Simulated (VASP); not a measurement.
Si8N (a cell with a defect), 9 atoms in the cell. The cell holds a defect, 9 atoms: a = 5.770 Å, b = 5.770 Å, c = 5.770 Å, α = 109.85°, β = 109.85°, γ = 109.85°. 

```yaml
Program: VASP 6.6.1
Task: single point
Functional: PBE
Potentials_or_basis: VASP PAW PBE potentials, release 64 (Si, N)
Cutoff: 520 eV
k_mesh: 6 × 6 × 6
Occupations: gaussian, width 0.15 eV
Spin: no spin polarisation
Dipole_correction: no
Further_INCAR_settings: ALGO = Normal; EDIFF = 1e-06; NBANDS = 28
```

Potentials or basis: VASP PAW PBE potentials, release 64 (Si, N).

Run with:

```sh
$ cat potpaw_PBE.64/Si/POTCAR potpaw_PBE.64/N/POTCAR > POTCAR
$ mpirun -np 1 vasp_std > vasp.out
```

Hardware: 1 thread of Oxide Virtual Turin-like Processor, on a shared host.

Problem. Estimate the wall time of this run.

Solution. Run time: 7.3 min on 1 thread of Oxide Virtual Turin-like Processor, on a shared host, peak memory 0.5 GiB. Counts: scf iterations 16, k points 112.
